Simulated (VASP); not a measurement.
Input of a VASP 6.6.1 run:

The input INCAR:

```
SYSTEM = Sb
  ALGO = Normal
  EDIFF = 1E-6
  ENCUT = 520
  GGA = PS
  ISIF = 2
  ISMEAR = 0
  LASPH = .True.
  LCHARG = .False.
  LREAL = .False.
  LWAVE = .False.
  NBANDS = 8
  NELM = 60
  PREC = Accurate
  SIGMA = 0.15
```

The input KPOINTS:

```
k-points
0
Gamma
  16 16 16
  0 0 0
```

Contents of POSCAR:

```
Sb
1.0
    3.0810000000      0.0000000000      0.0000000000
    0.0000000000      3.0810000000      0.0000000000
    0.0000000000      0.0000000000      3.0810000000
Sb
1
Direct
    0.0000000000      0.0000000000      0.0000000000
```

Potentials or basis: VASP PAW PBE potentials, release 64 (Sb).

Command:

```console
$ cat potpaw_PBE.64/Sb/POTCAR > POTCAR
$ mpirun -np 1 vasp_std > vasp.out
```

(1) Predict the pressure.

## Answers

(1) -1.2 GPa.

Caveat: the cell differs from its parent crystal (strain -0.025 along x and y, -0.025 along z); the PAW data sets were made with another functional, which shifts forces and pressure a little.
